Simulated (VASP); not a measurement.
Crystal: MgO.

```
Mg O
1.0
     0.00000    2.28201    2.28201
     2.28201    0.00000    2.28201
     2.28201    2.28201    0.00000
Mg O
1 1
Direct
  0.00000 0.00000 0.00000
  0.25000 0.25000 0.25000
```

Program: VASP 6.6.1. Alike in all runs: potentials or basis VASP PAW PBE potentials, release 64 (Mg, O); no spin polarisation; cell as given; cutoff (eV) 520. Hardware: 1 thread of Intel(R) Xeon(R) Platinum 8375C CPU @ 2.90GHz (Ice Lake) (shared host).

Question: Order these runs on this cell by their wall time, lowest first.
A. task dielectric tensor; level PBE; k mesh 8 × 8 × 8; smearing gaussian 0.01 eV
B. task single point; level r2SCAN; k mesh 8 × 8 × 8; smearing fermi-dirac 0.02 eV
C. task single point; level PBE; k mesh 6 × 6 × 6; smearing gaussian 0.01 eV
D. task dielectric tensor; level r2SCAN; k mesh 8 × 8 × 8; smearing gaussian 0.01 eV

Answer: C (3.3 s), B (21 s), A (44 s), D (520 s).
